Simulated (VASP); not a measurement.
# GaP (ordered beta-tin type) (I-4m2) in VASP: further runs, part 2 of 2

VASP 6.6.1. The steps go on from the part before.

**3. Relaxation of cell and atoms, LDA, target pressure 30.7 GPa, at which the enthalpy is minimised**

This run uses another cell than the first one, of 14.38 Å³/atom.

INCAR

```
  PREC = Accurate
  ENCUT = 600
  EDIFF = 1E-6
  ISMEAR = 0
  SIGMA = 0.1
  LREAL = False
  LASPH = True
  NELM = 60
  ALGO = Normal
  ISIF = 3
  LWAVE = False
  LCHARG = False
  IBRION = 2
  NSW = 80
  EDIFFG = -0.005
  PSTRESS = 307.0
```

KPOINTS

```
regular mesh
0
Gamma
  16 16 16
```

POSCAR

```
GaP
1.0
   -2.3750000000      2.3750000000      1.2750000000
    2.3750000000     -2.3750000000      1.2750000000
    2.3750000000      2.3750000000     -1.2750000000
Ga P
1 1
Direct
    0.0000000000      0.0000000000      0.0000000000
    0.7500000000      0.2500000000      0.5000000000
```

Potentials or basis: VASP PAW LDA potentials, release 64 (Ga_d, P).

On the command line:

```bash
cat potpaw_LDA.64/Ga_d/POTCAR potpaw_LDA.64/P/POTCAR > POTCAR
mpirun -np 1 vasp_std > vasp.out
```

OUTCAR:

```text
PREC = Accurate
   ENCUT = 600
   EDIFF = 1E-6
   ISMEAR = 0
   LREAL = False
   LASPH = True
   NELM = 60
   ISIF = 3
   IBRION = 2
   NSW = 80
   EDIFFG = -0.005
   PSTRESS = 307.0

 ion  position               nearest neighbor table
   1  0.000  0.000  0.000-   2 2.46   2 2.46   2 2.46   2 2.46
   2  0.750  0.250  0.500-   1 2.46   1 2.46   1 2.46   1 2.46

  LATTYP: Found a body centered tetragonal cell.
 ALAT       =     4.7500000000
 C/A-ratio  =     0.5368421053

  Lattice vectors:

 A1 = (  -2.3750000000,   2.3750000000,   1.2750000000)
 A2 = (   2.3750000000,  -2.3750000000,   1.2750000000)
 A3 = (   2.3750000000,   2.3750000000,  -1.2750000000)

Analysis of symmetry for initial positions (statically):
=====================================================================
 Subroutine PRICEL returns:
 Original cell was already a primitive cell.

 Routine SETGRP: Setting up the symmetry group for a
 body centered tetragonal supercell.

 Subroutine GETGRP returns: Found  8 space group operations
 (whereof  8 operations were pure point group operations)
 out of a pool of 16 trial point group operations.

The static configuration has the point symmetry D_2d.

Analysis of symmetry for dynamics (positions and initial velocities):
=====================================================================
 Subroutine PRICEL returns:
 Original cell was already a primitive cell.

 Routine SETGRP: Setting up the symmetry group for a
 body centered tetragonal supercell.

 Subroutine GETGRP returns: Found  8 space group operations
 (whereof  8 operations were pure point group operations)
 out of a pool of 16 trial point group operations.

The dynamic configuration has the point symmetry D_2d.

 Subroutine INISYM returns: Found  8 space group operations
 (whereof  8 operations are pure point group operations),
 and found     1 'primitive' translations

----------------------------------------------------------------------------------------

                                     Primitive cell

  volume of cell :      28.7672

[... 110 lines left out ...]
  Fermi-wavevector in a.u.,A,eV,Ry     =   1.400232  2.646054 26.676242  1.960648
  Thomas-Fermi vector in A             =   2.523212
   LORBIT       =      0    0 simple, 1 ext, 2 COOP (PROOUT), +10 PAW based schemes
   GGA     = CA    functional components
   LHFCALC =     F    Hartree Fock is set to
   AEXX    =    0.0000 exact exchange contribution
   IVDW    =     0    specifies the selected vdW correction
   LEPSILON=     F    determine dielectric tensor
   LRPA    =     F    only Hartree local field effects (RPA)
 conjugate gradient relaxation of ions
 non-spin polarized calculation
 Gauss-broadening in eV      SIGMA  =   0.10
  energy-cutoff  :      600.00
  volume of cell :       28.77
 maximum number of plane-waves:       977
 NGX is ok and might be reduce to    30
   NGX = 15   NGY = 15   NGZ = 15

--------------------------------------- Ionic step        1  -------------------------------------------

 number of electron      18.0000002 magnetization

 Free energy of the ion-electron system (eV)
  ---------------------------------------------------
  ext. energy  EPLUGINS =         0.00000000
  ---------------------------------------------------
  free energy    TOTEN  =        -9.56605302 eV

  energy without entropy =       -9.56359865  energy(sigma->0) =       -9.56482583

 E-fermi :   8.9137     XC(G=0): -12.1108

 val. band max:        8.9110845655   @ k =  -0.2500   0.2500   0.2500
 cond. band min:       8.9182520727   @ k =  -0.3750  -0.4375   0.1875
 fundamental gap:      0.0071675072
 Fermi energy:         8.9137178012

 k-point     1 :       0.0000    0.0000    0.0000
  band No.  band energies     occupation
      1      -6.7939      2.00000
      2      -6.4251      2.00000
      3      -6.3846      2.00000
      4      -6.2677      2.00000
      5      -6.2071      2.00000
      6      -6.2071      2.00000
      7       5.6216      2.00000
      8       5.6216      2.00000
      9       6.0325      2.00000
     10      11.6789      0.00000
     11      15.2909      0.00000
     12      18.1895      0.00000
     13      18.1895      0.00000
[... 477 lines left out ...]
  energy  without entropy=       -9.2144106982  energy(sigma->0) =       -9.21528787

  enthalpy is  TOTEN    =        -4.2863301388 eV   P V=        4.9298349010

[... ionic steps 4 to 9 ...]

--------------------------------------- Ionic step       10  -------------------------------------------

 number of electron      18.0000007 magnetization

------------------------ aborting loop because EDIFF is reached ----------------------------------------
[... 71 lines left out ...]
--------------------------------------- Ionic step       12  -------------------------------------------

 number of electron      18.0000008 magnetization

 Free energy of the ion-electron system (eV)
  ---------------------------------------------------
  ext. energy  EPLUGINS =         0.00000000
  ---------------------------------------------------
  free energy    TOTEN  =        -9.19671800 eV

  energy without entropy =       -9.19503256  energy(sigma->0) =       -9.19587528

 E-fermi :  10.5910     XC(G=0): -12.7005

 val. band max:       10.5722613231   @ k =  -0.0625   0.1250   0.0625
 cond. band min:      10.6437437912   @ k =  -0.1875   0.3750   0.1250
 fundamental gap:      0.0714824682
 Fermi energy:        10.5910318014

 k-point     1 :       0.0000    0.0000    0.0000
  band No.  band energies     occupation
      1      -5.9159      2.00000
      2      -5.3556      2.00000
      3      -5.0606      2.00000
      4      -4.9917      2.00000
      5      -4.7683      2.00000
      6      -4.7683      2.00000
      7       6.9908      2.00000
      8       6.9908      2.00000
      9       8.3888      2.00000
     10      13.0344      0.00000
     11      17.4608      0.00000
     12      21.0244      0.00000
     13      21.0244      0.00000
[... 401 lines left out ...]
  energy  without entropy=       -9.1950325602  energy(sigma->0) =       -9.19587528

  enthalpy is  TOTEN    =        -4.2889818431 eV   P V=        4.9077361581

 reached required accuracy - stopping structural energy minimisation
```

Run time: 22 min. Hardware: 1 thread of AMD EPYC 7R13 (Zen 3), shared host; peak memory 0.28 GiB.

What came out:

```
Free energy                                                : -9.1967 eV
Relaxed volume                                             : 12.81 Å³/atom
Relaxed cell                                               : a = 3.441 Å, b = 3.441 Å, c = 3.441 Å, α = 97.51°, β = 97.51°, γ = 137.62°
Space group after relaxing (to 0.1 Å)                      : I-4m2 (No. 119)
Energy change on relaxing (the run minimises the enthalpy) : +184.7 meV/atom
Ionic steps                                                : 12
Pressure after relaxing                                    : 30.7 GPa
Band gap on the k mesh                                     : zero (bands 9 and 10 overlap by 6.92 eV)
```

Step by step:
| step | energy change (eV) | largest force (eV/Å) | pressure (GPa) | volume (Å³) |
| --- | --- | --- | --- | --- |
| 1 | 0.0000 | 0.0000 | 9.42 | 28.77 |
| 2 | 1.7648 | 0.0000 | 86.08 | 21.52 |
| 3 | 0.3499 | 0.0000 | 30.13 | 25.73 |
| 4 | 0.3619 | 0.0000 | 30.17 | 25.66 |
| 5 | 0.5763 | 0.0000 | 39.72 | 24.67 |
| 6 | 0.3752 | 0.0000 | 30.60 | 25.59 |
| 7 | 0.3870 | 0.0000 | 31.33 | 25.53 |
| 8 | 0.3841 | 0.0000 | 31.35 | 25.54 |
| 9 | 0.3836 | 0.0000 | 31.37 | 25.54 |
| 10 | 0.3836 | 0.0000 | 31.35 | 25.54 |
| 11 | 0.3492 | 0.0000 | 29.61 | 25.72 |
| 12 | 0.3693 | 0.0000 | 30.72 | 25.61 |

Final structure:
```xyz
2
Lattice="-2.2688 2.2688 1.2439 2.2688 -2.2688 1.2439 2.2688 2.2688 -1.2439" Properties=species:S:1:pos:R:3 pbc="T T T"
Ga    0.0000    0.0000    0.0000
P     0.0000    2.2688    0.6220
```

Caveat: the cell is relaxed towards a set pressure, so the run minimises the enthalpy, not the energy.

The gap in the log of VASP goes by the Fermi energy; the results here count the filled bands.